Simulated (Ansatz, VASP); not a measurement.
Two plane-wave programs on CdF2

The input INCAR:

```
  PREC = Accurate
  ENCUT = 520
  EDIFF = 1E-6
  ISMEAR = 0
  SIGMA = 0.05
  LREAL = False
  LASPH = True
  NELM = 60
  ALGO = Normal
  ISIF = 2
  LWAVE = False
  LCHARG = False
  GGA = PE
  NBANDS = 20
```

File KPOINTS:

```
Automatic mesh
0
Gamma
  8 8 8
```

POSCAR

```
CdF2
1.0
    0.0000000000      2.6865736185      2.5468717903
    2.6865736185      0.0000000000      2.5468717903
    2.6865736185      2.6865736185      0.0000000000
Cd F
1 2
Direct
    0.0000000000      0.0000000000      0.0000000000
    0.2500000000      0.2500000000      0.2500000000
    0.7500000000      0.7500000000      0.7500000000
```

Input for Ansatz:

```yaml
crystal:
  lattice:
    - [0.0, 2.6865736185, 2.5468717903]
    - [2.6865736185, 0.0, 2.5468717903]
    - [2.6865736185, 2.6865736185, 0.0]
  atoms:
    - { symbol: Cd, position: [0.0, 0.0, 0.0] }
    - { symbol: F, position: [0.25, 0.25, 0.25] }
    - { symbol: F, position: [0.75, 0.75, 0.75] }
basis:
  ecutwfc: 520.0
kpoints:
  mp_grid: { grid: [8, 8, 8] }
hamiltonian:
  xc: pbe
  pseudopotentials: { kind: paw }
scf:
  occupations: { method: gaussian, width: 0.05 }
output:
  forces: true
  stress: true
  eigenvalues: true
```

Alike in both runs: task single point; functional PBE; k mesh 8 × 8 × 8; occupations gaussian, width 0.05 eV; no spin polarisation.

|  | VASP | Ansatz |
| --- | --- | --- |
| version | VASP 6.6.1 | Ansatz 0.2.0 |
| potentials or method | VASP PAW PBE potentials, release 64 (Cd, F), cutoff 520 eV | scalar-relativistic, plane waves, PAW |
| valence electrons in the cell | 26 | 34 |

```tsv
	VASP	Ansatz	Ansatz less VASP
gap on the k mesh at the Fermi level (eV)	3.20	3.24	+0.038
least direct gap on the mesh (eV)	3.62	3.66	+0.036
pressure (GPa)	14.9	13.8	-1.09
traceless stress, the component that is largest in VASP (GPa)	4.09	4.16	+0.069
```

The functional is the same, so the differences come from potentials, cutoffs and numerics. VASP's potentials hold 26 valence electrons a cell and Ansatz's 34, so a difference there can come from the potentials and not from the codes.
